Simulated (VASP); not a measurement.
Here is a VASP 6.6.1 calculation.

Contents of POSCAR:

```
Cu
1.0
    0.0000000000      1.7884538105      1.7884538105
    1.7884538105      0.0000000000      1.7884538105
    1.7884538105      1.7884538105      0.0000000000
Cu
1
Direct
    0.5000000000      0.5000000000      0.5000000000
```

File INCAR.step1:

```
ALGO = Normal
EDIFF = 1E-4
ENCUT = 520
GGA = PE
ISMEAR = 0
LASPH = T
LCHARG = F
LREAL = F
LWAVE = T
NBANDS = 12
NELM = 80
PREC = Accurate
SIGMA = 0.1
```

INCAR.step2

```
ALGO = Normal
EDIFF = 1E-7
ENCUT = 520
ISIF = 2
ISMEAR = 0
ISTART = 1
LASPH = T
LCHARG = F
LMIXTAU = T
LREAL = F
LWAVE = F
METAGGA = R2SCAN
NBANDS = 12
NELM = 80
PREC = Accurate
SIGMA = 0.1
```

Contents of KPOINTS:

```
k-points
0
Gamma
  26 26 26
```

Potentials or basis: VASP PAW PBE potentials, release 64 (Cu).

Command:

```sh
$ cat potpaw_PBE.64/Cu/POTCAR > POTCAR
$ cp INCAR.step1 INCAR
$ mpirun -np 1 vasp_std > vasp.out
$ cp INCAR.step2 INCAR
$ mpirun -np 1 vasp_std > vasp.out
```

**Question.** Estimate the pressure.

**Answer.** 0.6 GPa.

Caveat: the PAW data sets were made with another functional, which shifts forces and pressure a little.
